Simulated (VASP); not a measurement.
Set up this calculation in VASP 6.6.1, as the native input.

| Property | Result |
| --- | --- |
| Task | relaxation of cell and atoms |
| Functional | PBE |
| Dispersion | D3(BJ) |
| Potentials or basis | VASP PAW PBE potentials, release 64 (Mg, O) |
| Cutoff | 600 eV |
| k mesh | 10 × 10 × 10 |
| Occupations | gaussian, width 0.02 eV |
| Spin | no spin polarisation |
| Dipole correction | no |
| Further INCAR settings | ALGO = Normal; EDIFF = 1e-07; IBRION = 2; EDIFFG = -0.01; NSW = 100; ISIF = 3 |

The structure of MgO lies in POSCAR:

```
MgO
1.0
    0.0000000000      2.0970013100      2.0970013100
    2.0970013100      0.0000000000      2.0970013100
    2.0970013100      2.0970013100      0.0000000000
Mg O
1 1
Direct
    0.0000000000      0.0000000000      0.0000000000
    0.5000000000      0.5000000000      0.5000000000
```

One way to write it, as run:

INCAR

```
PREC = Accurate ; ENCUT = 600
EDIFF = 1E-7 ; ISMEAR = 0
SIGMA = 0.02 ; LREAL = F
LASPH = T ; NELM = 120
ALGO = Normal ; ISIF = 3
LWAVE = F ; LCHARG = F
GGA = PE ; IVDW = 12
IBRION = 2 ; NSW = 100
EDIFFG = -0.01 ; GGA_COMPAT = F
NELMIN = 4
```

KPOINTS

```
Automatic mesh
0
Gamma
  10 10 10
```

Potentials or basis: VASP PAW PBE potentials, release 64 (Mg, O).

Command:

```console
$ cat potpaw_PBE.64/Mg/POTCAR potpaw_PBE.64/O/POTCAR > POTCAR
$ mpirun -np 1 vasp_std > vasp.out
```

Results of the run:

```
Relaxed volume                         : 9.26 Å³/atom
Relaxed cell                           : a = 2.969 Å, b = 2.969 Å, c = 2.969 Å, α = 60.00°, β = 60.00°, γ = 60.00°
Space group after relaxing (to 0.05 Å) : Fm-3m (No. 225)
Energy gained by relaxing              : 0.1 meV/atom
Ionic steps                            : 3
Pressure after relaxing                : 0.0 GPa
Band gap on the k mesh                 : 4.82 eV, direct
Dispersion energy per atom             : -0.296 eV
```

Wall time 17 s on 1 thread of Intel(R) Xeon(R) Platinum 8259CL CPU @ 2.50GHz (Skylake/Cascade Lake), on a shared host, peak memory 0.16 GiB.
